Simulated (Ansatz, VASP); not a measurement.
# Two plane-wave programs on AlCo

```
CELL_PARAMETERS angstrom
2.79356 0.00000 0.00000
0.00000 2.79356 0.00000
0.00000 0.00000 2.79356
ATOMIC_POSITIONS crystal
Co 0.00000 0.00000 0.00000
Al 0.50000 0.50000 0.50000
```

Alike in both runs: functional LDA; k mesh 14 × 14 × 14; occupations gaussian, width 0.1 eV; no spin polarisation.

Ansatz relaxed the structure, and its values are those at the end. VASP's run is a single point on that final structure, the one shown.

```csv
,VASP,Ansatz
version,VASP 6.6.1,Ansatz 0.2.0
potentials or method,"VASP PAW LDA potentials, release 64 (Co, Al), cutoff 600 eV","scalar-relativistic, plane waves, PAW"
valence electrons in the cell,12,20
```

```csv
,VASP,Ansatz,Ansatz less VASP
gap on the k mesh at the Fermi level (eV),none,none,-
pressure (GPa),0.3,0.0,-0.35
```

Ansatz warns that its potentials were made for another functional, while VASP's fit it. LDA's correlation is that of Perdew and Zunger in VASP and of Perdew and Wang (1992) in Ansatz. A gap of «none» marks a metal or a gap that the smearing closes. VASP's potentials hold 12 valence electrons a cell and Ansatz's 20, so a difference there can come from the potentials and not from the codes.
